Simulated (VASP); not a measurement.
A run of VASP 6.6.1 is set up as follows.

INCAR

```
PREC = Accurate
ENCUT = 520
EDIFF = 1E-6
ISMEAR = 0
SIGMA = 0.01
LREAL = False
LASPH = True
NELM = 150
ALGO = Normal
ISIF = 2
LWAVE = False
LCHARG = True
LNONCOLLINEAR = True
MAGMOM = 0 0 0 0 0 0
LORBIT = 11
LSORBIT = True
GGA_COMPAT = False
LORBMOM = True
GGA = PE
LVHAR = True
NBANDS = 28
```

Contents of KPOINTS:

```
regular mesh
0
Gamma
  6 6 6
```

The input POSCAR:

```
RbBr
1.0
    0.0000000000      3.4608318259      3.4608318259
    3.4608318259      0.0000000000      3.4608318259
    3.4608318259      3.4608318259      0.0000000000
Rb Br
1 1
Direct
    0.0000000000      0.0000000000      0.0000000000
    0.5000000000      0.5000000000      0.5000000000
```

Potentials or basis: VASP PAW PBE potentials, release 64 (Rb_sv, Br).

Launch:

```console
$ cat potpaw_PBE.64/Rb_sv/POTCAR potpaw_PBE.64/Br/POTCAR > POTCAR
$ mpirun -np 1 vasp_ncl > vasp.out
```

(1) Predict the pressure.

(2) Estimate the net moment.

Results:

(1) 0.6 GPa.

(2) 0.00 μB per cell.
